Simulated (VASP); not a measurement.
Set up this calculation in VASP 6.6.1, as the native input.

| Quantity | Value |
| --- | --- |
| Task | single point |
| Functional | PBE |
| Potentials or basis | VASP PAW PBE potentials, release 64 (Sm) |
| Cutoff | 600 eV |
| k mesh | 5 × 5 × 5 |
| Occupations | gaussian, width 0.05 eV |
| Spin | collinear spin, ferromagnetic start |
| Starting moments | [5.0] μB |
| Hubbard terms | Sm f U = 6.0 eV |
| Dipole correction | no |
| Further INCAR settings | ALGO = Normal; EDIFF = 1e-06; NBANDS = 18 |

The structure of Sm lies in POSCAR:

```
Sm
1.0
   -2.0227879790      2.0227879790      2.0227879790
    2.0227879790     -2.0227879790      2.0227879790
    2.0227879790      2.0227879790     -2.0227879790
Sm
1
Direct
    0.0000000000      0.0000000000      0.0000000000
```

This isn't the form of Sm at room conditions, which is rhombohedral.

These files were run (other wordings do the same):

INCAR

```
ALGO = Normal ; EDIFF = 1E-6
ENCUT = 600 ; GGA = PE
GGA_COMPAT = F ; ISIF = 2
ISMEAR = 0 ; ISPIN = 2
LASPH = T ; LCHARG = F
LDAU = T ; LDAUJ = 0
LDAUL = 3 ; LDAUPRINT = 1
LDAUTYPE = 2 ; LDAUU = 6
LMAXMIX = 6 ; LORBIT = 11
LREAL = F ; LWAVE = F
MAGMOM = 5 ; NBANDS = 18
NELM = 200 ; PREC = Accurate
SIGMA = 0.05
```

KPOINTS

```
k-points
0
Gamma
  5 5 5
```

Potentials or basis: VASP PAW PBE potentials, release 64 (Sm).

The run is started by

```sh
$ cat potpaw_PBE.64/Sm/POTCAR > POTCAR
$ mpirun -np 1 vasp_std > vasp.out
```

It gave:

| Quantity | Value |
| --- | --- |
| Pressure | 4.3 GPa |
| Net moment | 6.16 μB per cell |
| Site moments | Sm +5.60 μB |
| Valence electrons inside the program's atomic spheres | Sm 13.69 |

Caveat: the k points lie up to 0.44 Å⁻¹ apart; the magnetic or orbital state may not be the lowest.

Run time: 2.7 min on 1 thread of Intel Xeon 8259CL, on a shared host, peak memory 0.19 GiB.
